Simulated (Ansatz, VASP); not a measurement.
S: VASP beside Ansatz

```
S
1.0
     2.34166    0.00000    0.00000
     0.00000    2.39254    0.00000
     0.00000    0.00000    4.48011
S
1
Direct
  0.50000 0.00000 0.00000
```

Alike in both runs: functional PBE; k mesh 24 × 22 × 14; occupations gaussian, width 0.1 eV; no spin polarisation.

Ansatz relaxed the structure, and its values are those at the end. VASP's run is a single point on that final structure, the one shown.

|  | VASP | Ansatz |
| --- | --- | --- |
| version | VASP 6.6.1 | Ansatz 0.2.0 |
| potentials or method | VASP PAW PBE potentials, release 64 (S), cutoff 520 eV | scalar-relativistic, plane waves, PAW |
| valence electrons in the cell | 6 | 6 |

VASP gave:

| Property | Result |
| --- | --- |
| gap on the k mesh at the Fermi level (eV) | none |
| pressure (GPa) | -0.2 |

Estimate Ansatz's values.

gap on the k mesh at the Fermi level (eV): none; pressure (GPa): 0.0.

A gap of «none» marks a metal or a gap that the smearing closes. With one functional, cell and mesh, what is left measures potentials, basis and numerics.
